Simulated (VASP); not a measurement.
Wanted: the native input for a VASP 6.6.1 run.

```
Task                   : electric field gradients
Functional             : PBEsol
Potentials or basis    : VASP PAW PBE potentials, release 64 (Zn, S)
Cutoff                 : 520 eV
k mesh                 : 8 × 8 × 8
Occupations            : fermi-dirac, width 0.01 eV
Spin                   : no spin polarisation
Dipole correction      : no
Further INCAR settings : ALGO = Normal; EDIFF = 1e-08; NBANDS = 16
```

The structure of ZnS lies in POSCAR:

```
ZnS
1.0
   -0.0540930000      2.6776035000      2.6776035000
    2.6776035000     -0.0540930000      2.6776035000
    2.6776035000      2.6776035000     -0.0540930000
Zn S
1 1
Direct
    0.0000000000      0.0000000000      0.0000000000
    0.7500000000      0.7500000000      0.7500000000
```

This cell differs from its parent crystal: equal xy, yz and zx shear strains of -2 %.

These files were run (other wordings do the same):

INCAR

```
ALGO = Normal
EDIFF = 1E-8
ENCUT = 520
GGA = PS
ISIF = 2
ISMEAR = -1
LASPH = T
LCHARG = F
LEFG = T
LREAL = F
LWAVE = F
NBANDS = 16
NELM = 60
PREC = Accurate
SIGMA = 0.01
```

KPOINTS

```
k-points
0
Gamma
  8 8 8
```

Potentials or basis: VASP PAW PBE potentials, release 64 (Zn, S).

Command:

```bash
$ cat potpaw_PBE.64/Zn/POTCAR potpaw_PBE.64/S/POTCAR > POTCAR
$ mpirun -np 1 vasp_std > vasp.out
```

It gave:

```yaml
Pressure: -1.9 GPa
Largest_force: 0.203 eV/Å
Band_gap_on_the_k_mesh: 1.89 eV
Largest_electric_field_gradient_by_atom: Zn -12.8; S -6.3 V/Å²
```

Caveat: the cell differs from its parent crystal (equal xy, yz and zx shear strains of -2 %); without QUAD_EFG the Cq values of the log hold for a quadrupole moment of 1 mb, not for the nuclei; the PAW data sets were made with another functional, which shifts forces and pressure a little.

Wall time 20 s on 1 thread of Intel(R) Xeon(R) 6975P-C (Granite Rapids) (shared host), peak memory 0.17 GiB.
